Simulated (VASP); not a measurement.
# AlN in VASP: a series of runs, part 2 of 2

VASP 6.6.1.

## Step 4: Single point, r2SCAN (in-plane strain +0.02)

Input file POSCAR:

```
AlN
1.0
    2.2285978452      2.2285978452      0.0000000000
   -2.2285978452      2.2285978452      0.0000000000
    0.0000000000      2.2285978452      2.1586810501
Al N
1 1
Direct
    0.0000000000      0.0000000000      0.0000000000
    0.2500000000      0.7500000000      0.5000000000
```

Input file INCAR.step1:

```
SYSTEM = AlN
ALGO = Normal
EDIFF = 1E-4
ENCUT = 520
GGA = PE
ISMEAR = 0
LASPH = .True.
LCHARG = .False.
LREAL = .False.
LWAVE = .True.
NBANDS = 11
NELM = 100
PREC = Accurate
SIGMA = 0.01
```

Input file INCAR.step2:

```
SYSTEM = AlN
ALGO = Normal
EDIFF = 1E-6
ENCUT = 520
ISIF = 2
ISMEAR = 0
ISTART = 1
LASPH = .True.
LCHARG = .False.
LMIXTAU = .True.
LREAL = .False.
LWAVE = .False.
METAGGA = R2SCAN
NBANDS = 11
NELM = 100
PREC = Accurate
SIGMA = 0.01
```

Input file KPOINTS:

```
k-points
0
Gamma
  10 10 10
  0 0 0
```

Potentials or basis: VASP PAW PBE potentials, release 64 (Al, N).

On the command line:

```console
> cat potpaw_PBE.64/Al/POTCAR potpaw_PBE.64/N/POTCAR > POTCAR
> cp INCAR.step1 INCAR
> mpirun -np 1 vasp_std > vasp.out
> cp INCAR.step2 INCAR
> mpirun -np 1 vasp_std > vasp.out
```

OUTCAR:

```text
SYSTEM = AlN
   EDIFF = 1E-6
   ENCUT = 520
   ISIF = 2
   ISMEAR = 0
   ISTART = 1
   LASPH = .True.
   LREAL = .False.
   METAGGA = R2SCAN
   NELM = 100
   PREC = Accurate

 ion  position               nearest neighbor table
   1  0.000  0.000  0.000-   2 1.91   2 1.91   2 1.91   2 1.91
   2  0.250  0.750  0.500-   1 1.91   1 1.91   1 1.91   1 1.91

  LATTYP: Found a body centered tetragonal cell.
 ALAT       =     3.1517132978
 C/A-ratio  =     1.3698460781

  Lattice vectors:

 A1 = (   2.2285978452,   0.0000000000,  -2.1586810501)
 A2 = (  -2.2285978452,   0.0000000000,  -2.1586810501)
 A3 = (   0.0000000000,   2.2285978452,   2.1586810501)

Analysis of symmetry for initial positions (statically):
=====================================================================
 Subroutine PRICEL returns:
 Original cell was already a primitive cell.

 Routine SETGRP: Setting up the symmetry group for a
 body centered tetragonal supercell.

 Subroutine GETGRP returns: Found  8 space group operations
 (whereof  8 operations were pure point group operations)
 out of a pool of 16 trial point group operations.

The static configuration has the point symmetry D_2d.

Analysis of symmetry for dynamics (positions and initial velocities):
=====================================================================
 Subroutine PRICEL returns:
 Original cell was already a primitive cell.

 Routine SETGRP: Setting up the symmetry group for a
 body centered tetragonal supercell.

 Subroutine GETGRP returns: Found  8 space group operations
 (whereof  8 operations were pure point group operations)
 out of a pool of 16 trial point group operations.

The dynamic configuration has the point symmetry D_2d.

 Subroutine INISYM returns: Found  8 space group operations
 (whereof  8 operations are pure point group operations),
 and found     1 'primitive' translations

----------------------------------------------------------------------------------------

                                     Primitive cell

  volume of cell :      21.4428

  direct lattice vectors                    reciprocal lattice vectors
     2.228597845  2.228597845  0.000000000     0.224356315  0.224356315 -0.231622916
    -2.228597845  2.228597845  0.000000000    -0.224356315  0.224356315 -0.231622916
     0.000000000  2.228597845  2.158681050     0.000000000  0.000000000  0.463245832

  length of vectors
     3.151713298  3.151713298  3.102668566     0.392836719  0.392836719  0.463245832

  position of ions in fractional coordinates (direct lattice)
     0.000000000  0.000000000  0.000000000
     0.250000000  0.750000000  0.500000000

  ion indices of the primitive-cell ions
   primitive index   ion index
                 1           1
                 2           2

----------------------------------------------------------------------------------------

 KPOINTS: k-points

Automatic generation of k-mesh.
 Grid dimensions read from file:
 generate k-points for:   10   10   10

 Generating k-lattice:

  Cartesian coordinates                     Fractional coordinates (reciprocal lattice)
     0.022435631  0.022435631 -0.023162292     0.100000000  0.000000000  0.000000000
    -0.022435631  0.022435631 -0.023162292     0.000000000  0.100000000  0.000000000
     0.000000000  0.000000000  0.046324583     0.000000000  0.000000000  0.100000000

  Length of vectors
     0.039283672  0.039283672  0.046324583

  Shift w.r.t. Gamma in fractional coordinates (k-lattice)
     0.000000000  0.000000000  0.000000000

 Subroutine IBZKPT returns following result:
 ===========================================

 Found    102 irreducible k-points:

 Following reciprocal coordinates:
            Coordinates               Weight
  0.000000  0.000000  0.000000      1.000000
  0.100000  0.000000  0.000000      8.000000
  0.200000  0.000000  0.000000      8.000000
  0.300000  0.000000 -0.000000      8.000000
  0.400000  0.000000 -0.000000      8.000000
  0.500000  0.000000  0.000000      4.000000
[... 16 lines left out ...]
  0.300000  0.300000 -0.000000      8.000000
  0.400000  0.300000  0.000000     16.000000
 [... further k-points ...]
   k-points           NKPTS =    102   k-points in BZ     NKDIM =    102   number of bands    NBANDS=     11
   number of dos      NEDOS =    301   number of ions     NIONS =      2
   total plane-waves  NPLWV =  13824
   dimension x,y,z NGX =    24 NGY =   24 NGZ =   24
   dimension x,y,z NGXF=    48 NGYF=   48 NGZF=   48
   ions per type =               1   1
   NGX,Y,Z   is equivalent  to a cutoff of  12.66, 12.66, 12.86 a.u.
   NGXF,Y,Z  is equivalent  to a cutoff of  25.32, 25.32, 25.72 a.u.
 SYSTEM =  AlN
   PREC   = accura    normal or accurate (medium, high low for compatibility)
   ISTART =      1    job   : 0-new  1-cont  2-samecut
   ICHARG =      0    charge: 1-file 2-atom 10-const
   ISPIN  =      1    spin polarized calculation?
   LNONCOLLINEAR =      F non collinear calculations
   LSORBIT =      F    spin-orbit coupling
   LASPH  =      T    aspherical Exc in radial PAW
   ENCUT  =  520.0 eV  38.22 Ry    6.18 a.u.   5.86  5.86  5.77*2*pi/ulx,y,z
   NELM   =    100;   NELMIN=  2; NELMDL=  0     # of ELM steps
   EDIFF  = 0.1E-05   stopping-criterion for ELM
   LREAL  =      F    real-space projection
   EDIFFG = 0.1E-04   stopping-criterion for IOM
   NSW    =      0    number of steps for IOM
   IBRION =     -1    ionic relax: 0-MD 1-quasi-New 2-CG
   NFREE  =      0    steps in history (QN), initial steepest desc. (CG)
   ISIF   =      2    stress and relaxation
   ISYM   =      2    0-nonsym 1-usesym 2-fastsym
   POTIM  = 0.5000    time-step for ionic-motion
   TEBEG  =    0.0;   TEEND  =   0.0 temperature during run
   PSTRESS=    0.0 pullay stress
   NELECT =       8.0000    total number of electrons
   NUPDOWN=      -1.0000    fix difference up-down
   EMIN   =  10.00;   EMAX   =-10.00  energy-range for DOS
   EFERMI =   0.00;   METHOD = LEGACY
   ISMEAR =     0;   SIGMA  =   0.01  broadening in eV -4-tet -1-fermi 0-gaus
   EFERMI_NEDOS =   21; number of points for ismear=-14 and -15
   IALGO  =     38    algorithm
   IMIX   =      4    mixing-type and parameters
     AMIX     =   0.40;   BMIX     =  1.00
     AMIX_MAG =   1.60;   BMIX_MAG =  1.00
  volume/ion in A,a.u.               =      10.72        72.35
  Fermi-wavevector in a.u.,A,eV,Ry     =   1.178540  2.227117 18.897890  1.388956
  Thomas-Fermi vector in A             =   2.314867
   LORBIT       =      0    0 simple, 1 ext, 2 COOP (PROOUT), +10 PAW based schemes
   METAGGA = R2SCAN    functional components
   LHFCALC =     F    Hartree Fock is set to
   AEXX    =    0.0000 exact exchange contribution
   IVDW    =     0    specifies the selected vdW correction
   LEPSILON=     F    determine dielectric tensor
   LRPA    =     F    only Hartree local field effects (RPA)
 non-spin polarized calculation
 Gauss-broadening in eV      SIGMA  =   0.01
  energy-cutoff  :      520.00
  volume of cell :       21.44
 maximum number of plane-waves:       592
   NGX = 11   NGY = 11   NGZ = 11

 number of electron       8.0000001 magnetization

 Free energy of the ion-electron system (eV)
  ---------------------------------------------------
  ext. energy  EPLUGINS =         0.00000000
  ---------------------------------------------------
  free energy    TOTEN  =       -19.16233012 eV

  energy without entropy =      -19.16233012  energy(sigma->0) =      -19.16233012

 E-fermi :   5.5896     XC(G=0): -11.2897

 val. band max:        5.5173572753   @ k =   0.0000   0.0000   0.0000
 cond. band min:       9.2559248747   @ k =   0.0000   0.0000   0.5000
 fundamental gap:      3.7385675994
 Fermi energy:         5.5896072472

 k-point     1 :       0.0000    0.0000    0.0000
  band No.  band energies     occupation
      1     -10.1461      2.00000
      2       5.3903      2.00000
      3       5.3903      2.00000
      4       5.5174      2.00000
      5      10.0526      0.00000
      6      18.6286      0.00000
      7      18.6778      0.00000
      8      18.6778      0.00000
      9      23.2096      0.00000
     10      24.1649      0.00000
     11      24.9898      0.00000
[... 309 lines left out ...]
 k-point    24 :       0.4000    0.3000    0.0000
  band No.  band energies     occupation
      1      -7.7449      2.00000
      2       0.9237      2.00000
      3       2.1004      2.00000
      4       4.3275      2.00000
      5      11.9425      0.00000
      6      16.2894      0.00000
      7      18.6607      0.00000
      8      19.8064      0.00000
      9      22.0779      0.00000
     10      25.5358      0.00000
     11      30.3870      0.00000

 [... further k-points ...]
[... 5 lines left out ...]
  --------------------------------------------------------------------------------------
  -------------------------------------------------------------------------------------
  Total       -0.9922940     -0.9922940     -0.4135467      0.0000000      0.0000000     -0.0000000
  in kB      -74.1428102    -74.1428102    -30.8996311      0.0000000      0.0000000     -0.0000000
  external PRESSURE =     -59.7284172 kB  Pullay stress =       0.0000000 kB

 VOLUME and BASIS-vectors are now :
 -----------------------------------------------------------------------------
  energy-cutoff  :      520.00
  volume of cell :       21.44
      direct lattice vectors                 reciprocal lattice vectors
     2.228597845  2.228597845  0.000000000     0.224356315  0.224356315 -0.231622916
    -2.228597845  2.228597845  0.000000000    -0.224356315  0.224356315 -0.231622916
     0.000000000  2.228597845  2.158681050     0.000000000  0.000000000  0.463245832

 POSITION                                       TOTAL-FORCE (eV/Angst)
 -----------------------------------------------------------------------------------
      0.00000      0.00000      0.00000         0.000000      0.000000      0.000000
     -1.11430      3.34290      1.07934        -0.000000     -0.000000      0.000000
 -----------------------------------------------------------------------------------
    total drift:                                0.000001      0.000000      0.000000

  FREE ENERGIE OF THE ION-ELECTRON SYSTEM (eV)
  ---------------------------------------------------
  free  energy   TOTEN  =       -19.1623301180 eV

  energy  without entropy=      -19.1623301180  energy(sigma->0) =      -19.16233012
```

OSZICAR.step1:

```text
N       E                     dE             d eps       ncg     rms          rms(c)
DAV:   1     0.117466855212E+02    0.11747E+02   -0.38843E+03  2316   0.603E+02
DAV:   2    -0.161927361002E+02   -0.27939E+02   -0.26849E+02  2706   0.136E+02
DAV:   3    -0.171618187915E+02   -0.96908E+00   -0.96760E+00  2744   0.241E+01
DAV:   4    -0.171670775805E+02   -0.52588E-02   -0.52584E-02  2589   0.196E+00
DAV:   5    -0.171671423157E+02   -0.64735E-04   -0.64734E-04  2726   0.210E-01    0.849E+00
DAV:   6    -0.148495419117E+02    0.23176E+01   -0.11939E+01  2627   0.171E+01    0.279E+00
DAV:   7    -0.148479331918E+02    0.16087E-02   -0.15845E-01  2490   0.318E+00    0.202E+00
DAV:   8    -0.148428157928E+02    0.51174E-02   -0.29692E-02  2469   0.162E+00    0.595E-01
DAV:   9    -0.148412815710E+02    0.15342E-02   -0.43708E-03  2727   0.392E-01    0.235E-01
DAV:  10    -0.148413299059E+02   -0.48335E-04   -0.46150E-04  2397   0.138E-01
   1 F= -.14841330E+02 E0= -.14841330E+02  d E =-.324662E-71
```

Wall time 86 s (1 thread of Intel Xeon 8259CL, shared host); peak memory 0.15 GiB.

What came out:

```
Free energy            : -19.1623 eV
Pressure               : -6.0 GPa
Band gap on the k mesh : 3.74 eV (least direct gap 4.54 eV)
```

Stress tensor (GPa, compression positive):
```
-7.41  0.00  0.00
 0.00 -7.41  0.00
 0.00  0.00 -3.09
```

Caveat: the cell differs from its parent crystal (in-plane strain +0.02); the cell stands under tension; the PAW data sets were made with another functional, which shifts forces and pressure a little. A k mesh can miss the band edges.

## Step 5: Relaxation of cell and atoms, r2SCAN

Input file POSCAR:

```
AlN
1.0
    2.1839935596      2.1839935596      0.0000000000
   -2.1839935596      2.1839935596      0.0000000000
    0.0000000000      2.1839935596      2.1839935596
Al N
1 1
Direct
    0.0000000000      0.0000000000      0.0000000000
    0.2500000000      0.7500000000      0.5000000000
```

Input file INCAR.step1:

```
  PREC = Accurate
  ENCUT = 600
  ISMEAR = -1
  SIGMA = 0.1
  LREAL = False
  LASPH = True
  NELM = 100
  GGA = PE
  ALGO = Normal
  EDIFF = 1E-4
  LWAVE = True
  LCHARG = False
```

Input file INCAR.step2:

```
  PREC = Accurate
  ENCUT = 600
  EDIFF = 1E-7
  ISMEAR = -1
  SIGMA = 0.1
  LREAL = False
  LASPH = True
  NELM = 100
  ALGO = Normal
  ISIF = 3
  LWAVE = False
  LCHARG = False
  METAGGA = R2SCAN
  LMIXTAU = True
  IBRION = 2
  NSW = 100
  EDIFFG = -0.002
  ISTART = 1
```

Input file KPOINTS:

```
regular mesh
0
Gamma
  14 14 14
```

On the command line:

```console
> cat potpaw_PBE.64/Al/POTCAR potpaw_PBE.64/N/POTCAR > POTCAR
> cp INCAR.step1 INCAR
> mpirun -np 1 vasp_std > vasp.out
> cp INCAR.step2 INCAR
> mpirun -np 1 vasp_std > vasp.out
```

Run time: 5.4 min. Hardware: 1 thread of Intel Xeon 8259CL, shared host; peak memory 0.17 GiB.

It converged, with:

```yaml
Free_energy: -19.1797 eV
Relaxed_volume: 10.41 Å³/atom
Relaxed_cell: a = 3.088 Å, b = 3.088 Å, c = 3.088 Å, α = 60.00°, β = 60.00°, γ = 90.00°
Space_group_after_relaxing_to_0.1_Å: F-43m (No. 216)
Ionic_steps: 3
Pressure_after_relaxing: 0.0 GPa
Band_gap_on_the_k_mesh: 3.93 eV (least direct gap 4.90 eV)
```

Final structure:
```xyz
2
Lattice="2.1837 2.1837 0.0000 -2.1837 2.1837 0.0000 0.0000 2.1837 2.1837" Properties=species:S:1:pos:R:3 pbc="T T T"
Al    0.0000    2.1837    2.1837
N    -1.0919    3.2756    1.0919
```

Levels at points of the mesh, in eV from the valence-band top:
| k point | band 2 | band 3 | band 4 | band 5 | band 6 | band 7 |
| --- | --- | --- | --- | --- | --- | --- |
| (0.00, 0.00, 0.00) | 0.00 | 0.00 | 0.00 | 4.90 | 13.53 | 13.53 |
| (0.50, 0.00, 0.00) | -5.90 | -0.49 | -0.49 | 8.21 | 10.83 | 11.95 |
| (0.50, 0.50, 0.00) | -4.95 | -1.81 | -1.81 | 3.93 | 9.48 | 15.20 |

Caveat: the PAW data sets were made with another functional, which shifts forces and pressure a little. A k mesh can miss the band edges.

## Step 6: Overview

| task | cell | k mesh | cutoff (eV) | smearing | gap on the mesh (eV) | pressure (GPa) |
| --- | --- | --- | --- | --- | --- | --- |
| single point | a = 3.090 Å, angles 60.0, 60.0, 90.0°, 2 atoms | 14 × 14 × 14 | 520 | fermi-dirac 0.1 eV | 3.93 | -0.4 |
| single point | a = 3.121, b = 3.121, c = 3.096 Å, angles 59.7, 59.7, 90.0°, 2 atoms | 10 × 10 × 10 | 520 | gaussian 0.01 eV | 3.83 | -3.3 |
| single point | a = 3.152, b = 3.152, c = 3.103 Å, angles 59.5, 59.5, 90.0°, 2 atoms | 10 × 10 × 10 | 520 | gaussian 0.01 eV | 3.74 | -6.0 |
| relaxation of cell and atoms | relaxed from a = 3.089 Å, angles 60.0, 60.0, 90.0°, 2 atoms | 14 × 14 × 14 | 600 | fermi-dirac 0.1 eV | 3.93 | 0.0 |

Alike in all rows: level r2SCAN; potentials or basis VASP PAW PBE potentials, release 64 (Al, N); no spin polarisation.

Caveats: the PAW data sets were made with another functional, which shifts forces and pressure a little; the cell stands under tension (at least some runs).

Absolute energies hang on the potentials; compare differences alone.
